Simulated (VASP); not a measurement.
Input of a VASP 6.6.1 run:

The input POSCAR:

```
BAs
1.0
    0.0000000000      2.3918698977      2.3918698977
    2.3918698977      0.0000000000      2.3918698977
    2.3918698977      2.3918698977      0.0000000000
B As
1 1
Direct
    0.0000000000      0.0000000000      0.0000000000
    0.2500000000      0.2500000000      0.2500000000
```

The input INCAR.step1:

```
SYSTEM = BAs
PREC = Accurate
ENCUT = 420
EDIFF = 1E-5
ISMEAR = -1
SIGMA = 0.2
LREAL = .False.
LASPH = .True.
NELM = 120
ALGO = Normal
ISIF = 2
LWAVE = .True.
LCHARG = .False.
GGA = PE
NBANDS = 16
GGA_COMPAT = .False.
```

Contents of INCAR.step2:

```
SYSTEM = BAs
PREC = Accurate
ENCUT = 420
EDIFF = 1E-6
ISMEAR = -1
SIGMA = 0.2
LREAL = .False.
LASPH = .True.
NELM = 120
ALGO = Normal
ISIF = 2
LWAVE = .False.
LCHARG = .False.
GGA = PE
LHFCALC = .True.
HFSCREEN = 0.2079
PRECFOCK = Normal
ISTART = 1
NBANDS = 16
GGA_COMPAT = .False.
```

Contents of KPOINTS:

```
regular mesh
0
Gamma
  4 4 4
  0 0 0
```

Potentials or basis: VASP PAW PBE potentials, release 64 (B, As_d).

Launch:

```bash
$ cat potpaw_PBE.64/B/POTCAR potpaw_PBE.64/As_d/POTCAR > POTCAR
$ cp INCAR.step1 INCAR
$ mpirun -np 1 vasp_std > vasp.out
$ cp INCAR.step2 INCAR
$ mpirun -np 1 vasp_std > vasp.out
```

(1) What does it give for the pressure?

(2) What does it give for the band gap on the k mesh?

## Answers

(1) -0.5 GPa.

(2) 2.11 eV (least direct gap 4.14 eV).

Caveat: the k points lie up to 0.57 Å⁻¹ apart; the PAW data sets were made with another functional, which shifts forces and pressure a little.
